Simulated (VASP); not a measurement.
**AlN: relaxation of cell and atoms with PBE**

AlN:

```xyz
4
Lattice="2.9641 -4.1945 0.0000 2.9641 4.1945 0.0000 0.0000 0.0000 2.9533" Properties=species:S:1:pos:R:3 pbc="T T T"
Al    0.0000    0.0000    0.0000
Al    2.9641    0.0000    1.4767
N     4.1984    0.0000    0.0000
N     1.7297    0.0000    0.0000
```

- Program: VASP 6.6.1
- Task: relaxation of cell and atoms
- Functional: PBE
- Potentials or basis: VASP PAW PBE potentials, release 64 (Al, N)
- Cutoff: 600 eV
- k mesh: 10 × 10 × 16
- Occupations: gaussian, width 0.1 eV
- Spin: no spin polarisation
- Dipole correction: no
- Further INCAR settings: ALGO = Normal; EDIFF = 1e-06; IBRION = 2; EDIFFG = -0.01; NSW = 100; ISIF = 3

* Relaxed volume: 20.04 Å³/atom
* Relaxed cell: a = 5.460 Å, b = 5.460 Å, c = 2.949 Å, α = 90.00°, β = 90.00°, γ = 114.23°
* Space group after relaxing (to 0.05 Å): Cmmm (No. 65)
* Energy gained by relaxing: 1.2 meV/atom
* Ionic steps: 17
* Pressure after relaxing: 0.0 GPa

Forces on the atoms (eV/Å):
```
Al   0.000  0.000  0.000
Al   0.000  0.000  0.000
N   -0.003  0.000  0.000
N    0.003  0.000  0.000
```

Step by step:
| step | energy change (eV) | largest force (eV/Å) | pressure (GPa) | volume (Å³) |
| --- | --- | --- | --- | --- |
| 1 | 0.0000 | 0.0078 | -0.04 | 73.44 |
| 2 | -0.0002 | 0.0269 | 0.18 | 73.39 |
| 3 | -0.0002 | 0.0232 | 0.16 | 73.39 |
| 4 | -0.0005 | 0.0034 | 0.14 | 73.55 |
| 5 | -0.0008 | 0.0833 | 0.09 | 74.03 |
| 6 | -0.0009 | 0.0823 | 0.08 | 74.09 |
| 7 | -0.0012 | 0.0758 | 0.08 | 74.29 |
| 8 | -0.0018 | 0.0634 | 0.07 | 74.69 |
| 9 | -0.0027 | 0.0397 | 0.05 | 75.49 |
| 10 | -0.0038 | 0.0057 | 0.00 | 77.09 |
| 11 | -0.0038 | 0.0950 | -0.06 | 80.30 |
| 12 | -0.0042 | 0.0528 | -0.03 | 78.76 |
| 13 | -0.0045 | 0.0380 | -0.05 | 79.43 |
| 14 | -0.0046 | 0.0150 | -0.10 | 80.40 |
| 15 | -0.0046 | 0.0216 | -0.09 | 80.09 |
| 16 | -0.0046 | 0.0357 | 0.13 | 80.27 |
| 17 | -0.0047 | 0.0028 | 0.01 | 80.17 |

Final structure:
```cif
data_structure
_symmetry_space_group_name_H-M 'P 1'
_symmetry_Int_Tables_number 1
_cell_length_a 5.4599
_cell_length_b 5.4599
_cell_length_c 2.9490
_cell_angle_alpha 90.000
_cell_angle_beta 90.000
_cell_angle_gamma 114.228
_cell_volume 80.17
loop_
_atom_site_label
_atom_site_type_symbol
_atom_site_fract_x
_atom_site_fract_y
_atom_site_fract_z
_atom_site_occupancy
Al1 Al 0.00000 0.00000 0.00000 1
Al2 Al 0.50000 0.50000 0.50000 1
N1 N 0.70838 0.70838 0.00000 1
N2 N 0.29162 0.29162 0.00000 1
```

Levels at points of the mesh, in eV from the Fermi level:
```csv
k point,band 4,band 5,band 6,band 7,band 8,band 9,band 10,band 11,band 12
"(0.00, 0.00, 0.00)",-2.70,-1.46,-1.30,-1.02,-0.31,-0.03,2.11,4.07,7.26
"(0.50, 0.00, 0.00)",-3.99,-2.65,-2.04,-0.94,-0.41,1.94,2.97,5.03,5.27
"(0.50, 0.50, 0.00)",-3.50,-1.45,-1.01,-0.94,-0.32,0.88,3.33,4.70,5.36
"(0.00, 0.00, 0.50)",-5.15,-3.67,-1.35,-1.05,-0.27,1.01,4.34,5.05,5.49
"(0.50, 0.00, 0.50)",-4.44,-4.17,-2.40,-1.24,-0.67,2.06,4.54,5.08,5.60
"(0.50, 0.50, 0.50)",-5.19,-3.71,-1.74,-1.05,-0.08,0.82,3.22,5.32,6.08
```

Wall time 21 min on 1 thread of AMD EPYC 9R45 96-Core Processor (Zen 5) (shared host), peak memory 0.38 GiB.
